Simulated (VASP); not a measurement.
Here is a VASP 6.6.1 calculation.

The input INCAR:

```
SYSTEM = Cd
  ALGO = Fast
  EDIFF = 1E-6
  ENCUT = 520
  GGA = PE
  ISIF = 2
  ISMEAR = -1
  LASPH = .True.
  LCHARG = .False.
  LREAL = .False.
  LWAVE = .False.
  NBANDS = 12
  NELM = 100
  PREC = Accurate
  SIGMA = 0.02
```

File KPOINTS:

```
k-points
0
Gamma
  4 4 4
  0 0 0
```

The input POSCAR:

```
Cd
1.0
    1.6080291515      0.9283960635      2.4492874100
   -1.6080291515      0.9283960635      2.4492874100
    0.0000000000     -1.8567921270      2.4492874100
Cd
1
Direct
    0.0000000000      0.0000000000      0.0000000000
```

Potentials or basis: VASP PAW PBE potentials, release 64 (Cd).

Launch:

```bash
$ cat potpaw_PBE.64/Cd/POTCAR > POTCAR
$ mpirun -np 1 vasp_std > vasp.out
```

Question: Estimate the band gap on the k mesh.

Answer: Zero (bands 6 and 7 overlap by 3.22 eV).

Question: Estimate the pressure.

Answer: 1.9 GPa.

Stress tensor (GPa, compression positive):
```
-0.46  0.00  0.00
 0.00 -0.46  0.00
 0.00  0.00  6.61
```

Caveat: the k points lie up to 0.60 Å⁻¹ apart, too coarse for converged energies and pressures of a metal.
